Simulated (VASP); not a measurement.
# Sn: single point with PBEsol+D3(BJ)

Crystal: Sn.

```
CELL_PARAMETERS angstrom
-1.76517 1.67635 2.11716
1.76517 -1.67635 2.11716
1.76517 1.67635 -2.11716
ATOMIC_POSITIONS crystal
Sn 0.00000 0.00000 0.00000
```

This cell differs from its parent crystal: ratio of the length along z to the lengths across it x 1.1, volume and fractional coordinates fixed.

* Program: VASP 6.6.1
* Task: single point
* Functional: PBEsol
* Dispersion: D3(BJ)
* Potentials or basis: VASP PAW PBE potentials, release 64 (Sn_d)
* Cutoff: 520 eV
* k mesh: 26 × 26 × 26
* Occupations: gaussian, width 0.15 eV
* Spin: no spin polarisation

The pressure is 0.5 GPa, the band gap on the k mesh is zero (bands 7 and 8 overlap by 10.51 eV) and the dispersion energy per atom is -0.424 eV.

Stress tensor (GPa, compression positive):
```
0.23 0.00 0.00
0.00 1.16 0.00
0.00 0.00 0.09
```

Levels at points of the mesh, in eV from the Fermi level:
| k point | band 3 | band 4 | band 5 | band 6 | band 7 | band 8 | band 9 | band 10 | band 11 | band 12 |
| --- | --- | --- | --- | --- | --- | --- | --- | --- | --- | --- |
| (0.00, 0.00, 0.00) | -21.48 | -21.46 | -21.37 | -11.79 | 8.01 | 8.09 | 9.07 | 11.06 | 11.76 | 12.70 |
| (0.50, 0.00, 0.00) | -21.45 | -21.34 | -21.30 | -6.66 | -5.01 | 4.67 | 6.22 | 9.32 | 9.39 | 11.36 |
| (0.00, 0.50, 0.00) | -21.47 | -21.36 | -21.30 | -7.15 | -5.15 | 5.51 | 7.20 | 10.26 | 10.43 | 11.07 |
| (0.50, 0.50, 0.00) | -21.36 | -21.33 | -21.27 | -5.55 | -4.43 | 2.49 | 3.36 | 6.53 | 6.63 | 18.53 |
| (0.50, 0.50, 0.50) | -21.33 | -21.29 | -21.28 | -3.37 | -2.95 | 0.31 | 1.54 | 4.01 | 5.30 | 19.37 |

Run time: 7.3 min on 1 thread of Oxide Virtual Turin-like Processor, on a shared host, peak memory 0.75 GiB.

Caveat: the PAW data sets were made with another functional, which shifts forces and pressure a little; spin-orbit coupling is left out, which moves the levels of the heavy elements.
